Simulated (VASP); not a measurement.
## CsI: single point with PBE

CsI:

```
CELL_PARAMETERS angstrom
4.71222 0.00000 0.00000
0.00000 4.71222 0.00000
0.00000 0.00000 4.71222
ATOMIC_POSITIONS crystal
Cs 0.00000 0.00000 0.00000
I 0.50000 0.50000 0.50000
```

This cell differs from its parent crystal: volume scaled by 1.03.

- Program: VASP 6.6.1
- Task: single point
- Functional: PBE
- Potentials or basis: VASP PAW PBE potentials, release 64 (Cs_sv, I)
- Cutoff: 500 eV
- k mesh: 6 × 6 × 6
- Occupations: gaussian, width 0.02 eV
- Spin: no spin polarisation

```
Pressure               : -0.2 GPa
Band gap on the k mesh : 3.59 eV, indirect (least direct gap 3.69 eV)
```

Levels at points of the mesh, in eV from the valence-band top:
```csv
k point,band 5,band 6,band 7,band 8,band 9,band 10,band 11,band 12
"(0.00, 0.00, 0.00)",-7.23,-0.10,-0.10,-0.10,3.59,4.30,4.30,7.55
"(0.50, 0.00, 0.00)",-7.19,-1.35,-0.20,-0.20,5.21,6.10,6.31,6.86
"(0.50, 0.50, 0.00)",-7.16,-0.79,-0.79,0.00,4.24,4.88,6.06,6.06
"(0.50, 0.50, 0.50)",-7.43,-1.09,-1.09,-1.09,6.89,6.89,6.89,7.44
```

Run time: 14 s on 1 thread of AMD EPYC 9R45 96-Core Processor (Zen 5), on a shared host, peak memory 0.18 GiB.

Caveat: spin-orbit coupling is left out, which moves the levels of the heavy elements. A k mesh can miss the band edges.
